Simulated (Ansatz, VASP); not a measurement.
# One calculation of Cs15Br17, two programs

```
Br Cs
1.0
     8.77300    8.77300    0.00000
     8.77300    0.00000   -8.77300
     0.00000    8.77300   -8.77300
Br Cs
17 15
Cartesian
  4.3865 8.7730 -8.7730
  10.8885 11.0440 -15.2750
  10.9672 6.5807 -10.9653
  6.6575 11.0440 -11.0440
  6.6575 6.5020 -6.5020
  6.5788 6.5807 -2.1923
  15.3518 15.3537 -15.3537
  6.6575 11.0440 -6.5020
  15.3518 10.9653 -10.9653
  10.9672 6.5807 -6.5807
  10.8885 15.2750 -11.0440
  10.9672 10.9653 -10.9653
  10.9672 10.9653 -6.5807
  2.1155 2.2710 -2.2710
  2.1155 6.5020 -6.5020
  6.5788 2.1923 -6.5807
  6.6575 6.5020 -11.0440
  4.3865 4.3865 -4.3865
  8.7730 8.7730 -13.1595
  8.7730 4.3865 -8.7730
  8.7730 4.3865 -4.3865
  8.7730 13.1595 -8.7730
  8.4225 8.7730 -8.7730
  8.7730 8.7730 -4.3865
  4.3865 4.0360 0.0000
  13.1595 13.1595 -13.1595
  4.3865 8.7730 -4.7370
  13.1595 8.7730 -8.7730
  4.3865 0.0000 -4.0360
  4.3865 4.7370 -8.7730
  0.3505 0.0000 0.0000
  0.0000 4.3865 -4.3865
```

Alike in both runs: functional PBE; k mesh 2 × 2 × 2; occupations gaussian, width 0.01 eV; no spin polarisation.

Ansatz relaxed the structure, and its values are those at the end. VASP's run is a single point on that final structure, the one shown.

```csv
,VASP,Ansatz
version,VASP 6.6.1,Ansatz 0.2.0
potentials or method,"VASP PAW PBE potentials, release 64 (Br, Cs_sv), cutoff 400 eV","scalar-relativistic, plane waves, PAW"
valence electrons in the cell,254,254
```

```csv
,VASP,Ansatz,Ansatz less VASP
gap on the k mesh at the Fermi level (eV),none,none,-
rms of the force components (eV/Å),0.011,0.011,+0.0006
```

A gap of «none» marks a metal or a gap that the smearing closes.

Spin-orbit coupling is off throughout.
